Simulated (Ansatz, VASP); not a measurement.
# LiGdN2: VASP beside Ansatz

```
Li Gd N
1.0
     0.00000    4.56338    0.00000
     4.56338    0.00000    0.00000
     2.28169    2.28169   -5.73896
Li Gd N
2 2 4
Direct
  0.62500 0.37500 0.25000
  0.37500 0.62500 0.75000
  0.87500 0.12500 0.75000
  0.12500 0.87500 0.25000
  0.33425 0.08425 0.83150
  0.08425 0.33425 0.33150
  0.66575 0.91575 0.16850
  0.91575 0.66575 0.66850
```

Alike in both runs: task single point; functional PBE; k mesh 5 × 5 × 5; occupations fermi-dirac, width 0.1018 eV; collinear spin.

|  | VASP | Ansatz |
| --- | --- | --- |
| version | VASP 6.6.1 | Ansatz 0.2.0 |
| potentials or method | VASP PAW PBE potentials, release 64 (Li_sv, Gd, N), cutoff 520 eV | PAW plane waves |
| valence electrons in the cell | 62 | 62 |

Ansatz gave:

| Quantity | Value |
| --- | --- |
| rms of the force components (eV/Å) | 0.080 |
| net moment per atom (μB) | 0.00 |
| size of the moment on the site where the two differ most (μB) | 0.53 |

Question: Estimate VASP's values.

Answer: rms of the force components (eV/Å): 0.081; net moment per atom (μB): 0.00; size of the moment on the site where the two differ most (μB): 0.42.

Site moments also hang on the region over which each program counts them. Atom by atom the forces differ by 0.001 eV/Å (rms over components).

Spin-orbit coupling is off throughout. Noted on VASP's run: the cutoff is short for stress, so the pressure is rough.
